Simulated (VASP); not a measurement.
# LiSi16 (a cell with a defect) in VASP: notebook

LiSi16 (a cell with a defect) is run at these levels: PBE+D3(BJ); tasks: relaxation of the atoms, single point.

Program: VASP 6.6.1. These are calculated values, not measurements. Logs are shortened: lines on timing, memory, paths and dates and some standing lists are left out, and cuts for length are marked.

## Step 1: The cell of the first run

The cell holds a defect, 17 atoms: a = 7.679 Å, b = 7.679 Å, c = 7.679 Å, α = 60.00°, β = 60.00°, γ = 60.00°.

## Step 2: Relaxation of the atoms, PBE+D3(BJ)

INCAR

```
ALGO     = Normal         # electronic algorithm
EDIFF    = 1E-6           # SCF threshold, eV
EDIFFG   = -0.03          # ionic threshold
ENCUT    = 520            # plane-wave cutoff, eV
GGA      = PE             # functional
IBRION   = 2              # ionic algorithm
ISIF     = 2              # what is computed and relaxed
ISMEAR   = 0              # smearing method
IVDW     = 12             # dispersion correction
LASPH    = True           # aspherical terms in the spheres
LCHARG   = False          # write CHGCAR
LREAL    = Auto         
LWAVE    = False          # write WAVECAR
NELECT   = 66.0         
NELM     = 100            # most SCF steps
NSW      = 80             # ionic steps
PREC     = Accurate       # precision mode
SIGMA    = 0.02           # smearing width, eV
```

KPOINTS

```
k-points
0
Gamma
  2 2 2
```

POSCAR

```
LiSi16
1.0
    0.0000000000      5.4300000000      5.4300000000
    5.4300000000      0.0000000000      5.4300000000
    5.4300000000      5.4300000000      0.0000000000
Si Li
16 1
Direct
    0.0000000000      0.0000000000      0.0000000000
    0.1250000000      0.1250000000      0.1250000000
    0.0000000000      0.0000000000      0.5000000000
    0.1250000000      0.1250000000      0.6250000000
    0.0000000000      0.5000000000      0.0000000000
    0.1250000000      0.6250000000      0.1250000000
    0.0000000000      0.5000000000      0.5000000000
    0.1250000000      0.6250000000      0.6250000000
    0.5000000000      0.0000000000      0.0000000000
    0.6250000000      0.1250000000      0.1250000000
    0.5000000000      0.0000000000      0.5000000000
    0.6250000000      0.1250000000      0.6250000000
    0.5000000000      0.5000000000      0.0000000000
    0.6250000000      0.6250000000      0.1250000000
    0.5000000000      0.5000000000      0.5000000000
    0.6250000000      0.6250000000      0.6250000000
    0.7535254000      0.7568973000      0.2508610000
```

Potentials or basis: VASP PAW PBE potentials, release 64 (Si, Li_sv).

Command:

```bash
$ cat potpaw_PBE.64/Si/POTCAR potpaw_PBE.64/Li_sv/POTCAR > POTCAR
$ mpirun -np 1 vasp_std > vasp.out
```

OUTCAR:

```text
EDIFF = 1E-6
   EDIFFG = -0.03
   ENCUT = 520
   GGA = PE
   IBRION = 2
   ISIF = 2
   ISMEAR = 0
   IVDW = 12
   LASPH = True
   LREAL = Auto
   NELECT = 66.0
   NELM = 100
   NSW = 80
   PREC = Accurate
 IVDW          = 12

 ion  position               nearest neighbor table
   1  0.000  0.000  0.000-   2 2.35   4 2.35   6 2.35  10 2.35  17 2.66
   2  0.125  0.125  0.125-   1 2.35   3 2.35   5 2.35   9 2.35
   3  0.000  0.000  0.500-   2 2.35   4 2.35   8 2.35  12 2.35
   4  0.125  0.125  0.625-   1 2.35   3 2.35   7 2.35  11 2.35
   5  0.000  0.500  0.000-   2 2.35   6 2.35   8 2.35  14 2.35  17 2.76
   6  0.125  0.625  0.125-  17 2.33   5 2.35   7 2.35  13 2.35   1 2.35
   7  0.000  0.500  0.500-   4 2.35   6 2.35   8 2.35  16 2.35  17 2.69
   8  0.125  0.625  0.625-   3 2.35   5 2.35   7 2.35  15 2.35
   9  0.500  0.000  0.000-   2 2.35  10 2.35  12 2.35  14 2.35  17 2.74
  10  0.625  0.125  0.125-  17 2.31   9 2.35  11 2.35  13 2.35   1 2.35
  11  0.500  0.000  0.500-   4 2.35  10 2.35  12 2.35  16 2.35  17 2.67
  12  0.625  0.125  0.625-   3 2.35   9 2.35  11 2.35  15 2.35
  13  0.500  0.500  0.000-   6 2.35  10 2.35  14 2.35  16 2.35
  14  0.625  0.625  0.125-   5 2.35   9 2.35  13 2.35  15 2.35  17 2.42
  15  0.500  0.500  0.500-   8 2.35  12 2.35  14 2.35  16 2.35  17 2.77
  16  0.625  0.625  0.625-  17 2.35  11 2.35  13 2.35  15 2.35   7 2.35
  17  0.754  0.757  0.251-  10 2.31   6 2.33  16 2.35  14 2.42   1 2.66  11 2.67   7 2.69   9 2.74
                             5 2.76  15 2.77

  LATTYP: Found a face centered cubic cell.
 ALAT       =    10.8600000000

  Lattice vectors:

 A1 = (   0.0000000000,   5.4300000000,   5.4300000000)
 A2 = (   5.4300000000,   0.0000000000,   5.4300000000)
 A3 = (   5.4300000000,   5.4300000000,   0.0000000000)

Analysis of symmetry for initial positions (statically):
=====================================================================
 Subroutine PRICEL returns:
 Original cell was already a primitive cell.

 Routine SETGRP: Setting up the symmetry group for a
 face centered cubic supercell.

 Subroutine GETGRP returns: Found  1 space group operations
 (whereof  1 operations were pure point group operations)
 out of a pool of 48 trial point group operations.

The static configuration has the point symmetry C_1 .

Analysis of symmetry for dynamics (positions and initial velocities):
=====================================================================
 Subroutine PRICEL returns:
 Original cell was already a primitive cell.

 Routine SETGRP: Setting up the symmetry group for a
 face centered cubic supercell.

 Subroutine GETGRP returns: Found  1 space group operations
 (whereof  1 operations were pure point group operations)
 out of a pool of 48 trial point group operations.

The dynamic configuration has the point symmetry C_1 .

 Subroutine INISYM returns: Found  1 space group operations
 (whereof  1 operations are pure point group operations),
 and found     1 'primitive' translations

----------------------------------------------------------------------------------------

                                     Primitive cell

  volume of cell :     320.2060

  direct lattice vectors                    reciprocal lattice vectors
     0.000000000  5.430000000  5.430000000    -0.092081031  0.092081031  0.092081031
     5.430000000  0.000000000  5.430000000     0.092081031 -0.092081031  0.092081031
     5.430000000  5.430000000  0.000000000     0.092081031  0.092081031 -0.092081031

  length of vectors
     7.679179644  7.679179644  7.679179644     0.159489025  0.159489025  0.159489025

  position of ions in fractional coordinates (direct lattice)
     0.000000000  0.000000000  0.000000000
     0.125000000  0.125000000  0.125000000
     0.000000000  0.000000000  0.500000000
     0.125000000  0.125000000  0.625000000
     0.000000000  0.500000000  0.000000000
     0.125000000  0.625000000  0.125000000
[... 9 lines left out ...]
     0.625000000  0.625000000  0.625000000
     0.753525400  0.756897300  0.250861000

[... 47 lines left out ...]
   LNONCOLLINEAR =      F non collinear calculations
   LSORBIT =      F    spin-orbit coupling
   LASPH  =      T    aspherical Exc in radial PAW
   ENCUT  =  520.0 eV  38.22 Ry    6.18 a.u.  14.28 14.28 14.28*2*pi/ulx,y,z
   NELM   =    100;   NELMIN=  2; NELMDL= -5     # of ELM steps
   EDIFF  = 0.1E-05   stopping-criterion for ELM
   LREAL  =      T    real-space projection
   EDIFFG = -.3E-01   stopping-criterion for IOM
   NSW    =     80    number of steps for IOM
   IBRION =      2    ionic relax: 0-MD 1-quasi-New 2-CG
   NFREE  =      1    steps in history (QN), initial steepest desc. (CG)
   ISIF   =      2    stress and relaxation
   ISYM   =      2    0-nonsym 1-usesym 2-fastsym
   POTIM  = 0.5000    time-step for ionic-motion
   TEBEG  =    0.0;   TEEND  =   0.0 temperature during run
   PSTRESS=    0.0 pullay stress
   NELECT =      66.0000    total number of electrons
   NUPDOWN=      -1.0000    fix difference up-down
   EMIN   =  10.00;   EMAX   =-10.00  energy-range for DOS
   EFERMI =   0.00;   METHOD = LEGACY
   ISMEAR =     0;   SIGMA  =   0.02  broadening in eV -4-tet -1-fermi 0-gaus
   EFERMI_NEDOS =   21; number of points for ismear=-14 and -15
   IALGO  =     38    algorithm
   IMIX   =      4    mixing-type and parameters
     AMIX     =   0.40;   BMIX     =  1.00
     AMIX_MAG =   1.60;   BMIX_MAG =  1.00
  volume/ion in A,a.u.               =      18.84       127.11
  Fermi-wavevector in a.u.,A,eV,Ry     =   0.967044  1.827449 12.723821  0.935174
  Thomas-Fermi vector in A             =   2.096897
   LORBIT       =      0    0 simple, 1 ext, 2 COOP (PROOUT), +10 PAW based schemes
   GGA     = PE    functional components
   LHFCALC =     F    Hartree Fock is set to
   AEXX    =    0.0000 exact exchange contribution
   IVDW    =    12    specifies the selected vdW correction
   LEPSILON=     F    determine dielectric tensor
   LRPA    =     F    only Hartree local field effects (RPA)
 conjugate gradient relaxation of ions
 non-spin polarized calculation
 Gauss-broadening in eV      SIGMA  =   0.02
  energy-cutoff  :      520.00
  volume of cell :      320.21
 maximum number of plane-waves:      8646
 NGX is ok and might be reduce to    60
   NGX = 29   NGY = 29   NGZ = 29

--------------------------------------- Ionic step        1  -------------------------------------------

 number of electron      66.0000003 magnetization

 Free energy of the ion-electron system (eV)
  ---------------------------------------------------
  ext. energy  EPLUGINS =         0.00000000
  ---------------------------------------------------
  free energy    TOTEN  =       -93.39142169 eV

  energy without entropy =      -93.39142169  energy(sigma->0) =      -93.39142169

------------------------ aborting loop because EDIFF is reached ----------------------------------------

 Edisp (eV)   -5.45659

 E8    (eV) :    -2.2605

  FORCE on cell =-STRESS in cart. coord.  units (eV):
  Direction    XX          YY          ZZ          XY          YZ          ZX
  --------------------------------------------------------------------------------------
  -------------------------------------------------------------------------------------
  Total      -6.69476    -6.70017    -6.68801    -0.33082    -0.24094    -0.12136
  in kB     -33.49778   -33.52485   -33.46402    -1.65530    -1.20558    -0.60726
  external pressure =      -33.50 kB  Pullay stress =        0.00 kB
[... 366 lines left out ...]
  energy  without entropy=      -98.9683730960  energy(sigma->0) =      -98.96837310

--------------------------------------- Ionic step        8  -------------------------------------------

 number of electron      65.9999999 magnetization

 Free energy of the ion-electron system (eV)
  ---------------------------------------------------
  ext. energy  EPLUGINS =         0.00000000
  ---------------------------------------------------
  free energy    TOTEN  =       -93.51373839 eV

  energy without entropy =      -93.51373839  energy(sigma->0) =      -93.51373839

 E-fermi :   6.1522     XC(G=0):  -9.4409

 val. band max:        6.0423760590   @ k =   0.0000   0.0000   0.0000
 cond. band min:       6.6827216298   @ k =   0.0000   0.0000   0.0000
 fundamental gap:      0.6403455709
 Fermi energy:         6.1522285275

 k-point     1 :       0.0000    0.0000    0.0000
  band No.  band energies     occupation
      1     -40.3797      2.00000
      2      -5.9234      2.00000
      3      -3.6725      2.00000
      4      -3.6114      2.00000
      5      -3.6114      2.00000
      6      -3.6113      2.00000
[... 397 lines left out ...]
  FREE ENERGIE OF THE ION-ELECTRON SYSTEM (eV)
  ---------------------------------------------------
  free  energy   TOTEN  =       -98.9691987573 eV

  energy  without entropy=      -98.9691987573  energy(sigma->0) =      -98.96919876

 reached required accuracy - stopping structural energy minimisation
```

Wall time 10 min (1 thread of Intel Xeon Platinum 8124M at 3.00GHz (Skylake/Cascade Lake), shared host); peak memory 0.55 GiB.

Results:

```yaml
Free_energy: -98.9692 eV
Energy_gained_by_relaxing: 7.1 meV/atom
Ionic_steps: 8
Largest_force_after_relaxing: 0.027 eV/Å
Dispersion_energy_per_atom: -0.321 eV
```

Forces on the atoms (eV/Å):
```
Si  -0.001  0.000 -0.003
Si   0.000 -0.001  0.008
Si   0.001  0.001  0.000
Si   0.007  0.004  0.008
Si   0.007  0.002  0.001
Si   0.008 -0.002  0.000
Si   0.000 -0.005 -0.001
Si   0.000  0.005  0.001
Si   0.002  0.005  0.001
Si  -0.007  0.012 -0.007
Si  -0.004 -0.001 -0.001
Si   0.007 -0.001  0.002
Si  -0.004 -0.001 -0.005
Si  -0.016 -0.017 -0.015
Si   0.002  0.002  0.008
Si   0.004  0.003  0.005
Li  -0.005 -0.007 -0.003
```

The path:
| step | energy change (eV) | largest force (eV/Å) | pressure (GPa) |
| --- | --- | --- | --- |
| 1 | 0.0000 | 1.0798 | -3.35 |
| 2 | -0.1147 | 0.1804 | -3.45 |
| 3 | -0.1147 | 0.1770 | -3.44 |
| 4 | -0.1180 | 0.1501 | -3.44 |
| 5 | -0.1185 | 0.1368 | -3.44 |
| 6 | -0.1201 | 0.0794 | -3.44 |
| 7 | -0.1204 | 0.0893 | -3.44 |
| 8 | -0.1212 | 0.0274 | -3.44 |

Final structure:
```cif
data_structure
_symmetry_space_group_name_H-M 'P 1'
_symmetry_Int_Tables_number 1
_cell_length_a 7.6792
_cell_length_b 7.6792
_cell_length_c 7.6792
_cell_angle_alpha 60.000
_cell_angle_beta 60.000
_cell_angle_gamma 60.000
_cell_volume 320.21
loop_
_atom_site_label
_atom_site_type_symbol
_atom_site_fract_x
_atom_site_fract_y
_atom_site_fract_z
_atom_site_occupancy
Si1 Si 0.00193 0.00228 0.99791 1
Si2 Si 0.12424 0.12424 0.12744 1
Si3 Si 0.99995 0.99992 0.49997 1
Si4 Si 0.12412 0.12414 0.62408 1
Si5 Si 0.00257 0.49812 0.99810 1
Si6 Si 0.13254 0.62284 0.12254 1
Si7 Si 0.00216 0.49801 0.50189 1
Si8 Si 0.12426 0.62736 0.62424 1
Si9 Si 0.49810 0.00276 0.99808 1
Si10 Si 0.62251 0.13324 0.12237 1
Si11 Si 0.49797 0.00237 0.50176 1
Si12 Si 0.62741 0.12425 0.62423 1
Si13 Si 0.50066 0.50136 0.00016 1
Si14 Si 0.62344 0.62358 0.12333 1
Si15 Si 0.49812 0.49813 0.50242 1
Si16 Si 0.62279 0.62296 0.63203 1
Li1 Li 0.75076 0.75135 0.25032 1
```

Caveat: the k points lie up to 0.50 Å⁻¹ apart; the cell carries a net charge on a neutralising background, which shifts energy and pressure; the cell is charged against a uniform background, so pressure and absolute levels hang on convention; the cutoff is under 1.25 times the usual one of these potentials, so pressure, stress and relaxed cells hold a basis-set (Pulay) error.

## Step 3: Single point, PBE+D3(BJ)

INCAR

```
ALGO = Normal
EDIFF = 1E-7
ENCUT = 520
GGA = PE
ISIF = 2
ISMEAR = 0
IVDW = 12
LASPH = T
LCHARG = F
LREAL = Auto
LWAVE = F
NBANDS = 48
NELECT = 66.0
NELM = 60
PREC = Accurate
SIGMA = 0.02
```

KPOINTS is that of step 2.

POSCAR

```
LiSi16
1.0
    0.0000000000      5.4300000000      5.4300000000
    5.4300000000      0.0000000000      5.4300000000
    5.4300000000      5.4300000000      0.0000000000
Si Li
16 1
Direct
    0.0021421731      0.0023524862     -0.0019186004
    0.1243820442      0.1245732044      0.1274798343
    0.0001852670      0.0003563536      0.5000476980
    0.1243711786      0.1245586556      0.6242245856
    0.0021831492      0.4984343462     -0.0018916206
    0.1320796501      0.6231105893      0.1227571823
    0.0021595764      0.4984153775      0.5019947514
    0.1243969613      0.6277881215      0.6242453959
    0.4982431860      0.0023870166     -0.0019010129
    0.6229024862      0.1323026703      0.1227476059
    0.4982280847      0.0023604972      0.5019855433
    0.6276171271      0.1245797422      0.6242372007
    0.5002401473      0.5004646409      0.0000620626
    0.6229593923      0.6231593923      0.1228017495
    0.4982602210      0.4984418048      0.5020219153
    0.6229209024      0.6231194291      0.6319026703
    0.7502535912      0.7504930018      0.2500642726
```

Potentials or basis: VASP PAW PBE potentials, release 64 (Si, Li_sv).

Command:

```bash
$ cat potpaw_PBE.64/Si/POTCAR potpaw_PBE.64/Li_sv/POTCAR > POTCAR
$ mpirun -np 1 vasp_std > vasp.out
```

Run time: 8 min. Hardware: 1 thread of Intel Xeon 8259CL, shared host; peak memory 0.48 GiB.

Results (log left out):

```
Free energy                : -98.9695 eV
Largest force              : 0.006 eV/Å
Dispersion energy per atom : -0.321 eV
```

Forces in eV/Å, atoms in the order of the input:
```
Si   0.001  0.001  0.000
Si  -0.001 -0.001  0.002
Si  -0.001 -0.001 -0.001
Si   0.002  0.002  0.003
Si   0.002  0.000  0.000
Si  -0.003  0.003  0.003
Si   0.001 -0.001  0.000
Si   0.000  0.001  0.000
Si   0.000  0.001  0.000
Si   0.003 -0.003  0.003
Si   0.000  0.001  0.001
Si   0.001 -0.001 -0.001
Si  -0.002 -0.001 -0.003
Si  -0.003 -0.003 -0.003
Si  -0.001 -0.001  0.002
Si   0.003  0.003 -0.003
Li  -0.001 -0.001 -0.002
```

Levels at points of the mesh, in eV from the Fermi level:
```csv
k point,band 31,band 32,band 33,band 34,band 35,band 36
"(0.00, 0.00, 0.00)",-0.19,-0.19,-0.19,0.46,0.46,0.46
"(0.50, 0.00, 0.00)",-1.00,-0.91,-0.91,1.01,1.21,1.21
"(0.00, 0.50, 0.00)",-1.00,-0.91,-0.91,1.01,1.21,1.21
"(0.00, 0.00, 0.50)",-1.00,-0.91,-0.91,1.01,1.21,1.21
"(0.50, 0.50, 0.50)",-1.00,-0.91,-0.91,1.01,1.21,1.21
"(0.50, 0.50, 0.00)",-1.55,-1.50,-1.46,0.88,0.95,2.00
"(0.00, 0.50, 0.50)",-1.55,-1.50,-1.46,0.88,0.95,2.01
"(0.50, 0.00, 0.50)",-1.55,-1.50,-1.46,0.88,0.95,2.01
```

Caveat: the k points lie up to 0.50 Å⁻¹ apart; the cell carries a net charge on a neutralising background, which shifts energy and pressure; the cell is charged against a uniform background, so pressure and absolute levels hang on convention; the cutoff is under 1.25 times the usual one of these potentials, so pressure, stress and relaxed cells hold a basis-set (Pulay) error.

## Step 4: Single point, PBE+D3(BJ)

INCAR

```
SYSTEM = LiSi16
ALGO = Normal ; EDIFF = 1E-6
ENCUT = 520 ; GGA = PE
ISIF = 2 ; ISMEAR = 0
IVDW = 12 ; LASPH = .True.
LCHARG = .True. ; LELF = .True.
LREAL = Auto ; LVHAR = .True.
LWAVE = .False. ; NBANDS = 48
NELECT = 66.0 ; NELM = 100
PREC = Accurate ; SIGMA = 0.02
```

KPOINTS

```
k-points
0
Gamma
  2 2 2
  0 0 0
```

POSCAR

```
LiSi16
1.0
    0.0000000000      5.4300000000      5.4300000000
    5.4300000000      0.0000000000      5.4300000000
    5.4300000000      5.4300000000      0.0000000000
Si Li
16 1
Direct
    0.0013321363     -0.0021310313      0.0004848066
    0.1236127993      0.1272627072      0.1226684162
   -0.0062111418      0.0025941989      0.5018980663
    0.1236176796      0.1272694291      0.6266263352
    0.0013233886      0.5011246777      0.0004563536
    0.1254922652      0.6253020258      0.1246799263
    0.0013281768      0.5011305709      0.4972491713
    0.1235993554      0.6233792818      0.6265921731
    0.5028401473      0.0026344383     -0.0072482505
    0.6274756906      0.1272813996      0.1227163904
    0.5028456722      0.0026412523      0.5019613260
    0.6256349908      0.1253876611      0.6245895028
    0.4980582873      0.5011376611      0.0004870166
    0.6274621547      0.6234021179      0.1226755985
    0.5028143646      0.4935436464      0.5019104972
    0.6274679558      0.6234081031      0.6266298343
    0.3756693370      0.8754087477      0.3745676796
```

Command:

```bash
$ cat potpaw_PBE.64/Si/POTCAR potpaw_PBE.64/Li_sv/POTCAR > POTCAR
$ mpirun -np 1 vasp_std > vasp.out
```

Run time: 6.9 min. Hardware: 1 thread of Intel Xeon 8259CL, shared host; peak memory 0.49 GiB.

The run converged. Its results:

```
Free energy                : -98.9695 eV
Largest force              : 0.006 eV/Å
Dispersion energy per atom : -0.321 eV
```

Forces on the atoms (eV/Å):
```
Si   0.000  0.000  0.001
Si   0.000  0.000  0.001
Si   0.003 -0.004 -0.004
Si   0.001  0.000  0.001
Si   0.000  0.000  0.000
Si   0.000 -0.001 -0.003
Si   0.001  0.000  0.000
Si   0.000  0.000  0.001
Si  -0.003 -0.003  0.004
Si   0.000  0.000  0.003
Si   0.003  0.003  0.004
Si   0.000 -0.001 -0.005
Si   0.000  0.000  0.001
Si  -0.001  0.001  0.001
Si  -0.004  0.004 -0.004
Si   0.000  0.001  0.001
Li   0.000  0.000 -0.001
```

Levels at points of the mesh, in eV from the Fermi level:
| k point | band 29 | band 30 | band 31 | band 32 | band 33 | band 34 | band 35 | band 36 | band 37 | band 38 |
| --- | --- | --- | --- | --- | --- | --- | --- | --- | --- | --- |
| (0.00, 0.00, 0.00) | -1.32 | -1.32 | -0.19 | -0.19 | -0.19 | 0.45 | 0.45 | 0.45 | 0.52 | 0.52 |
| (0.50, 0.00, 0.00) | -2.30 | -1.01 | -1.01 | -0.91 | -0.91 | 1.01 | 1.21 | 1.21 | 1.40 | 1.41 |
| (0.00, 0.50, 0.00) | -2.30 | -1.01 | -1.01 | -0.91 | -0.91 | 1.01 | 1.21 | 1.21 | 1.40 | 1.41 |
| (0.00, 0.00, 0.50) | -2.30 | -1.01 | -1.01 | -0.91 | -0.91 | 1.01 | 1.21 | 1.21 | 1.40 | 1.41 |
| (0.50, 0.50, 0.50) | -2.30 | -1.01 | -1.01 | -0.91 | -0.91 | 1.01 | 1.21 | 1.21 | 1.40 | 1.41 |
| (0.50, 0.50, 0.00) | -2.10 | -1.55 | -1.55 | -1.50 | -1.46 | 0.88 | 0.94 | 2.00 | 2.12 | 2.12 |
| (0.00, 0.50, 0.50) | -2.10 | -1.55 | -1.55 | -1.50 | -1.46 | 0.88 | 0.94 | 2.00 | 2.12 | 2.12 |
| (0.50, 0.00, 0.50) | -2.10 | -1.55 | -1.55 | -1.50 | -1.46 | 0.88 | 0.94 | 2.00 | 2.12 | 2.12 |

Caveat: the k points lie up to 0.50 Å⁻¹ apart; the cell carries a net charge on a neutralising background, which shifts energy and pressure; the cell is charged against a uniform background, so pressure and absolute levels hang on convention; the cutoff is under 1.25 times the usual one of these potentials, so pressure, stress and relaxed cells hold a basis-set (Pulay) error.
